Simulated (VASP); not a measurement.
# AlN (Cm) in VASP: single point with r2SCAN

Aim: the single point of AlN with r2SCAN.

Program: VASP 6.6.1. These are calculated values, not measurements. Logs are shortened: lines on timing, memory, paths and dates and some standing lists are left out, and cuts for length are marked.

### Step 1. The cell of the first run

Symmetry: Cm, No. 8, monoclinic system. The conventional cell has a = 5.381 Å, b = 3.107 Å, c = 10.314 Å, α = 90.00°, β = 105.12°, γ = 90.00°. Within 2.5 Å of Al (site symmetry m) lie 5 N at 1.89 to 2.45 Å. Al (site symmetry m) has 4 N at 1.89 to 1.90 Å within 2.5 Å. Al (site symmetry m) has 4 N at 1.89 to 1.90 Å within 2.5 Å. Al (site symmetry m) has 4 N at 1.89 to 1.90 Å within 2.5 Å. Within 2.5 Å of N (site symmetry m) lie 5 Al at 1.89 to 2.45 Å. N (site symmetry m) has 4 Al at 1.89 to 1.90 Å within 2.5 Å. N (site symmetry m) has 4 Al at 1.89 to 1.90 Å within 2.5 Å. Within 2.5 Å of N (site symmetry m) lie 4 Al at 1.89 to 1.90 Å.

### Step 2. Single point, r2SCAN

Contents of POSCAR:

```
AlN
1.0
   -3.1066653375      0.0000000000      0.0000000000
   -1.5533326688     -2.6904511034      0.0000000000
   -1.5533326688      0.0000000000      9.9568096770
Al N
4 4
Direct
   -0.1189648922      0.3333333333      0.9045964511
    0.1310351078      0.3333333333      0.4045964511
    0.5893684411      0.6666666667      0.1545964511
    0.3393684411      0.6666666667      0.6545964511
    0.2856315589      0.3333333333      0.0954035489
    0.0356315589      0.3333333333      0.5954035489
    0.4939648922      0.6666666667      0.3454035489
    0.2439648922      0.6666666667      0.8454035489
```

Contents of INCAR.step1:

```
SYSTEM = AlN
PREC = Accurate
ENCUT = 520
ISMEAR = 0
SIGMA = 0.05
LREAL = .FALSE.
LASPH = .TRUE.
NELM = 80
ISYM = 0
NBANDS = 26
GGA = PE
ALGO = Normal
EDIFF = 1E-4
LWAVE = .TRUE.
LCHARG = .FALSE.
```

Contents of INCAR.step2:

```
SYSTEM = AlN
PREC = Accurate
ENCUT = 520
EDIFF = 1E-6
ISMEAR = 0
SIGMA = 0.05
LREAL = .FALSE.
LASPH = .TRUE.
NELM = 80
ALGO = Normal
ISIF = 2
LWAVE = .FALSE.
LCHARG = .FALSE.
METAGGA = R2SCAN
LMIXTAU = .TRUE.
ISYM = 0
NBANDS = 26
ISTART = 1
```

Contents of KPOINTS:

```
Automatic mesh
0
G
  8 8 3
  0 0 0
```

Potentials or basis: VASP PAW PBE potentials, release 64 (Al, N).

On the command line:

```
cat potpaw_PBE.64/Al/POTCAR potpaw_PBE.64/N/POTCAR > POTCAR
cp INCAR.step1 INCAR
mpirun -np 1 vasp_std > vasp.out
cp INCAR.step2 INCAR
mpirun -np 1 vasp_std > vasp.out
```

OUTCAR:

```text
SYSTEM = AlN
   PREC = Accurate
   ENCUT = 520
   EDIFF = 1E-6
   ISMEAR = 0
   LREAL = .FALSE.
   LASPH = .TRUE.
   NELM = 80
   ISIF = 2
   METAGGA = R2SCAN
   ISYM = 0
   ISTART = 1

 ion  position               nearest neighbor table
   1  0.881  0.333  0.905-   8 1.89   8 1.89   8 1.89   5 2.45   5 2.45   3 2.65   4 3.07   4 3.07
                             4 3.07
   2  0.131  0.333  0.405-   7 1.89   7 1.89   7 1.89   6 1.90   3 3.07   4 3.07   4 3.07   3 3.07
                             3 3.07   4 3.07
   3  0.589  0.667  0.155-   5 1.89   5 1.89   5 1.89   7 1.90   1 2.65   2 3.07   2 3.07   2 3.07

   4  0.339  0.667  0.655-   6 1.89   6 1.89   6 1.89   8 1.90   2 3.07   1 3.07   2 3.07   1 3.07
                             1 3.07   2 3.07
   5  0.286  0.333  0.095-   3 1.89   3 1.89   3 1.89   1 2.45   1 2.45
   6  0.036  0.333  0.595-   4 1.89   4 1.89   4 1.89   2 1.90
   7  0.494  0.667  0.345-   2 1.89   2 1.89   2 1.89   3 1.90
   8  0.244  0.667  0.845-   1 1.89   1 1.89   1 1.89   4 1.90

IMPORTANT INFORMATION: All symmetrisations will be switched off!
NOSYMM: (Re-)initialisation of all symmetry stuff for point group C_1.

----------------------------------------------------------------------------------------

                                     Primitive cell

  volume of cell :      83.2223

  direct lattice vectors                    reciprocal lattice vectors
    -3.106665337  0.000000000  0.000000000    -0.321888550  0.185842441 -0.050216888
    -1.553332669 -2.690451103  0.000000000     0.000000000 -0.371684882  0.000000000
    -1.553332669  0.000000000  9.956809677     0.000000000  0.000000000  0.100433777

  length of vectors
     3.106665337  3.106665338 10.077246713     0.375061844  0.371684882  0.100433777

  position of ions in fractional coordinates (direct lattice)
     0.881035108  0.333333333  0.904596451
     0.131035108  0.333333333  0.404596451
     0.589368441  0.666666667  0.154596451
     0.339368441  0.666666667  0.654596451
     0.285631559  0.333333333  0.095403549
     0.035631559  0.333333333  0.595403549
     0.493964892  0.666666667  0.345403549
     0.243964892  0.666666667  0.845403549

  ion indices of the primitive-cell ions
   primitive index   ion index
                 1           1
                 2           2
                 3           3
                 4           4
                 5           5
                 6           6
                 7           7
                 8           8

----------------------------------------------------------------------------------------

 KPOINTS: Automatic mesh

Automatic generation of k-mesh.
 Grid dimensions read from file:
 generate k-points for:    8    8    3

 Generating k-lattice:

  Cartesian coordinates                     Fractional coordinates (reciprocal lattice)
    -0.040236069  0.023230305 -0.006277111     0.125000000  0.000000000  0.000000000
     0.000000000 -0.046460610  0.000000000     0.000000000  0.125000000  0.000000000
     0.000000000  0.000000000  0.033477926     0.000000000  0.000000000  0.333333333

  Length of vectors
     0.046882731  0.046460610  0.033477926

  Shift w.r.t. Gamma in fractional coordinates (k-lattice)
     0.000000000  0.000000000  0.000000000

 -----------------------------------------------------------------------------
|                                                                             |
|           W    W    AA    RRRRR   N    N  II  N    N   GGGG   !!!           |
|           W    W   A  A   R    R  NN   N  II  NN   N  G    G  !!!           |
|           W    W  A    A  R    R  N N  N  II  N N  N  G       !!!           |
|           W WW W  AAAAAA  RRRRR   N  N N  II  N  N N  G  GGG   !            |
|           WW  WW  A    A  R   R   N   NN  II  N   NN  G    G                |
|           W    W  A    A  R    R  N    N  II  N    N   GGGG   !!!           |
|                                                                             |
|     Your reciprocal lattice and k-lattice belong to different lattice       |
|     classes:                                                                |
|                                                                             |
|        The reciprocal lattice is body-centered orthorhombic,                |
|        whereas your k-lattice is base-centered monoclinic.                  |
|                                                                             |
|     Results are often still useful ...                                      |
|                                                                             |
 -----------------------------------------------------------------------------

 WARNING: IBZKPT: internal override: KBLOWUP is changed to .FALSE.
      ... skipping the blow-up phase ...

 Subroutine IBZKPT returns following result:
 ===========================================

 Found     98 irreducible k-points:

 Following reciprocal coordinates:
            Coordinates               Weight
  0.000000  0.000000  0.000000      1.000000
  0.125000  0.000000  0.000000      2.000000
  0.250000  0.000000  0.000000      2.000000
  0.375000 -0.000000 -0.000000      2.000000
  0.500000  0.000000  0.000000      1.000000
  0.000000  0.125000  0.000000      2.000000
[... 16 lines left out ...]
  0.125000  0.375000  0.000000      2.000000
  0.250000  0.375000  0.000000      2.000000
 [... further k-points ...]
   k-points           NKPTS =     98   k-points in BZ     NKDIM =     98   number of bands    NBANDS=     26
   number of dos      NEDOS =    301   number of ions     NIONS =      8
   total plane-waves  NPLWV =  46080
   dimension x,y,z NGX =    24 NGY =   24 NGZ =   80
   dimension x,y,z NGXF=    48 NGYF=   48 NGZF=  160
   ions per type =               4   4
   NGX,Y,Z   is equivalent  to a cutoff of  12.84, 12.84, 13.20 a.u.
   NGXF,Y,Z  is equivalent  to a cutoff of  25.69, 25.69, 26.40 a.u.
 SYSTEM =  AlN
   PREC   = accura    normal or accurate (medium, high low for compatibility)
   ISTART =      1    job   : 0-new  1-cont  2-samecut
   ICHARG =      0    charge: 1-file 2-atom 10-const
   ISPIN  =      1    spin polarized calculation?
   LNONCOLLINEAR =      F non collinear calculations
   LSORBIT =      F    spin-orbit coupling
   LASPH  =      T    aspherical Exc in radial PAW
   ENCUT  =  520.0 eV  38.22 Ry    6.18 a.u.   5.78  5.78 18.74*2*pi/ulx,y,z
   NELM   =     80;   NELMIN=  2; NELMDL=  0     # of ELM steps
   EDIFF  = 0.1E-05   stopping-criterion for ELM
   LREAL  =      F    real-space projection
   EDIFFG = 0.1E-04   stopping-criterion for IOM
   NSW    =      0    number of steps for IOM
   IBRION =     -1    ionic relax: 0-MD 1-quasi-New 2-CG
   NFREE  =      0    steps in history (QN), initial steepest desc. (CG)
   ISIF   =      2    stress and relaxation
   ISYM   =      0    0-nonsym 1-usesym 2-fastsym
   POTIM  = 0.5000    time-step for ionic-motion
   TEBEG  =    0.0;   TEEND  =   0.0 temperature during run
   PSTRESS=    0.0 pullay stress
   NELECT =      32.0000    total number of electrons
   NUPDOWN=      -1.0000    fix difference up-down
   EMIN   =  10.00;   EMAX   =-10.00  energy-range for DOS
   EFERMI =   0.00;   METHOD = LEGACY
   ISMEAR =     0;   SIGMA  =   0.05  broadening in eV -4-tet -1-fermi 0-gaus
   EFERMI_NEDOS =   21; number of points for ismear=-14 and -15
   IALGO  =     38    algorithm
   IMIX   =      4    mixing-type and parameters
     AMIX     =   0.40;   BMIX     =  1.00
     AMIX_MAG =   1.60;   BMIX_MAG =  1.00
  volume/ion in A,a.u.               =      10.40        70.20
  Fermi-wavevector in a.u.,A,eV,Ry     =   1.190451  2.249626 19.281821  1.417174
  Thomas-Fermi vector in A             =   2.326535
   LORBIT       =      0    0 simple, 1 ext, 2 COOP (PROOUT), +10 PAW based schemes
   METAGGA = R2SCAN    functional components
   LHFCALC =     F    Hartree Fock is set to
   AEXX    =    0.0000 exact exchange contribution
   IVDW    =     0    specifies the selected vdW correction
   LEPSILON=     F    determine dielectric tensor
   LRPA    =     F    only Hartree local field effects (RPA)
 non-spin polarized calculation
 Gauss-broadening in eV      SIGMA  =   0.05
  energy-cutoff  :      520.00
  volume of cell :       83.22
 maximum number of plane-waves:      2258
   NGX = 11   NGY = 11   NGZ = 37

 number of electron      31.9999998 magnetization

 Free energy of the ion-electron system (eV)
  ---------------------------------------------------
  ext. energy  EPLUGINS =         0.00000000
  ---------------------------------------------------
  free energy    TOTEN  =       -75.31463981 eV

  energy without entropy =      -75.31463981  energy(sigma->0) =      -75.31463981

 E-fermi :   6.6652     XC(G=0): -11.4608

 val. band max:        6.4141052587   @ k =   0.1250   0.0000   0.0000
 cond. band min:      10.2027044138   @ k =   0.5000   0.5000   0.0000
 fundamental gap:      3.7885991551
 Fermi energy:         6.6652241086

 k-point     1 :       0.0000    0.0000    0.0000
  band No.  band energies     occupation
      1      -9.9870      2.00000
      2      -9.0984      2.00000
      3      -9.0587      2.00000
      4      -7.8119      2.00000
      5      -0.0400      2.00000
      6       2.5684      2.00000
[... 18 lines left out ...]
     25      17.8248      0.00000
     26      17.9920      0.00000

 k-point     2 :       0.1250    0.0000    0.0000
  band No.  band energies     occupation
      1      -9.7827      2.00000
      2      -8.9977      2.00000
      3      -8.8082      2.00000
      4      -7.7010      2.00000
      5       0.2127      2.00000
      6       2.3547      2.00000
[... 18 lines left out ...]
     25      17.3970      0.00000
[... 608 lines left out ...]
     25      17.5814      0.00000
     26      18.0499      0.00000

 k-point    24 :       0.2500    0.3750    0.0000
  band No.  band energies     occupation
      1      -8.7330      2.00000
      2      -8.2470      2.00000
      3      -7.8740      2.00000
      4      -7.2663      2.00000
      5       0.9623      2.00000
      6       1.3579      2.00000
[... 18 lines left out ...]
     25      17.4722      0.00000
     26      17.9500      0.00000

 [... further k-points ...]
[... 5 lines left out ...]
  --------------------------------------------------------------------------------------
  -------------------------------------------------------------------------------------
  Total       -5.8027083     -0.0662885      3.1373538      0.0000082      1.4101965     -0.0001318
  in kB     -111.7124414     -1.2761717     60.3996334      0.0001586     27.1487877     -0.0025374
  external PRESSURE =     -17.5296599 kB  Pullay stress =       0.0000000 kB

 VOLUME and BASIS-vectors are now :
 -----------------------------------------------------------------------------
  energy-cutoff  :      520.00
  volume of cell :       83.22
      direct lattice vectors                 reciprocal lattice vectors
    -3.106665337  0.000000000  0.000000000    -0.321888550  0.185842441 -0.050216888
    -1.553332669 -2.690451103  0.000000000     0.000000000 -0.371684882  0.000000000
    -1.553332669  0.000000000  9.956809677     0.000000000  0.000000000  0.100433777

 POSITION                                       TOTAL-FORCE (eV/Angst)
 -----------------------------------------------------------------------------------
     -4.66000     -0.89682      9.00689        -0.000047      0.523910     -0.211324
     -1.55333     -0.89682      4.02849        -0.000033     -0.000345     -0.086728
     -3.10667     -1.79363      1.53929        -0.000050     -0.509479      1.305888
     -3.10667     -1.79363      6.51769        -0.000028     -0.088387     -0.132920
     -1.55333     -0.89682      0.94991         0.000034      0.787662     -0.279377
     -1.55333     -0.89682      5.92832         0.000053     -0.031101      0.019566
     -3.10667     -1.79363      3.43912         0.000043      0.077206      0.062135
     -3.10667     -1.79363      8.41752         0.000027     -0.759466     -0.677240
 -----------------------------------------------------------------------------------
    total drift:                                0.001126     -0.000042     -0.023321

  FREE ENERGIE OF THE ION-ELECTRON SYSTEM (eV)
  ---------------------------------------------------
  free  energy   TOTEN  =       -75.3146398079 eV

  energy  without entropy=      -75.3146398079  energy(sigma->0) =      -75.31463981
```

It took 17 min on 1 thread of Oxide Virtual Turin-like, shared host; peak memory 0.28 GiB.

What came out:

```
Free energy            : -75.3146 eV
Pressure               : -1.8 GPa
Largest force          : 1.402 eV/Å
Band gap on the k mesh : 3.79 eV, indirect (least direct gap 3.82 eV)
```

Forces in eV/Å, atoms in the order of the input:
```
Al   0.000  0.524 -0.211
Al   0.000  0.000 -0.087
Al   0.000 -0.509  1.306
Al   0.000 -0.088 -0.133
N    0.000  0.788 -0.279
N    0.000 -0.031  0.020
N    0.000  0.077  0.062
N    0.000 -0.759 -0.677
```

Caveat: the PAW data sets were made with another functional, which shifts forces and pressure a little.
